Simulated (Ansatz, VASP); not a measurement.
## K2CdSe2O6 in VASP and in Ansatz

```xyz
11
Lattice="2.8488 1.6447 6.3162 -2.8488 1.6447 6.3162 0.0000 -3.2895 6.3162" Properties=species:S:1:pos:R:3 pbc="T T T"
K     0.0000    0.0000   15.2128
K     0.0000    0.0000    3.7358
Cd    0.0000    0.0000    0.0000
Se    0.0000    0.0000   11.8051
Se    0.0000    0.0000    7.1435
O     1.3463   -0.7773   11.0793
O     0.0000    1.5545   11.0793
O    -1.3463   -0.7773   11.0793
O    -1.3463    0.7773    7.8693
O     1.3463    0.7773    7.8693
O     0.0000   -1.5545    7.8693
```

Alike in both runs: task electric field gradients; functional r2SCAN; k mesh 5 × 5 × 5; occupations fermi-dirac, width 0.02 eV; no spin polarisation.

```csv
,VASP,Ansatz
version,VASP 6.6.1,Ansatz 0.2.0
potentials or method,"VASP PAW PBE potentials, release 64 (K_sv, Cd, Se, O)","plane-wave PAW, scalar-relativistic"
plane-wave cutoff (eV),520,500
valence electrons in the cell,78,106
```

Ansatz gave:

| Item | Value |
| --- | --- |
| gap on the k mesh at the Fermi level (eV) | 4.46 |
| pressure (GPa) | -1.7 |
| traceless stress, the component that is largest in VASP (GPa) | 0.44 |
| rms of the force components (eV/Å) | 0.310 |
| size of Vzz on the site where it differs most (V/Å²) | 40.3 |

Problem. Estimate VASP's values.

Solution. gap on the k mesh at the Fermi level (eV): 4.44; pressure (GPa): -0.9; traceless stress, the component that is largest in VASP (GPa): 0.19; rms of the force components (eV/Å): 0.209; size of Vzz on the site where it differs most (V/Å²): 26.2.

VASP's potentials were made for PBE, not for r2SCAN. Atom by atom the forces differ by 0.102 eV/Å (rms over components). VASP's potentials hold 78 valence electrons a cell and Ansatz's 106, so a difference there can come from the potentials and not from the codes.
